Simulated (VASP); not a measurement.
## Se: single point with PBEsol

Crystal: Se.

```
Se
1.0
     4.45183    0.00000    0.00000
    -2.22592    3.85540    0.00000
     0.00000    0.00000    5.05075
Se
3
Direct
  0.22540 0.00000 0.33333
  0.00000 0.22540 0.66667
  0.77460 0.77460 0.00000
```

```yaml
Program: VASP 6.6.1
Task: single point
Functional: PBEsol
Potentials_or_basis: VASP PAW PBE potentials, release 64 (Se)
Cutoff: 520 eV
k_mesh: 6 × 6 × 5
Occupations: fermi-dirac, width 0.03 eV
Spin: no spin polarisation
```

```
Pressure               : -2.6 GPa
Largest force          : 0.242 eV/Å
Band gap on the k mesh : 1.26 eV (least direct gap 1.36 eV)
```

Forces on the atoms (eV/Å):
```
Se  -0.242  0.000  0.000
Se   0.121 -0.210  0.000
Se   0.121  0.210  0.000
```

Stress tensor (GPa, compression positive):
```
-2.52  0.00  0.00
 0.00 -2.52  0.00
 0.00  0.00 -2.78
```

Levels at points of the mesh, in eV from the valence-band top:
```csv
k point,band 7,band 8,band 9,band 10,band 11,band 12
"(0.00, 0.00, 0.00)",-1.74,-1.74,-0.23,1.86,1.86,2.21
"(0.50, 0.00, 0.00)",-2.62,-1.55,-0.80,1.93,2.31,3.92
```

Run time: 56 s on 1 thread of AMD EPYC 7R43 64-Core Processor (Zen 3) (shared host), peak memory 0.18 GiB.

Caveat: the PAW data sets were made with another functional, which shifts forces and pressure a little; an odd mesh through Γ misses points on the zone boundary, where band edges can lie.
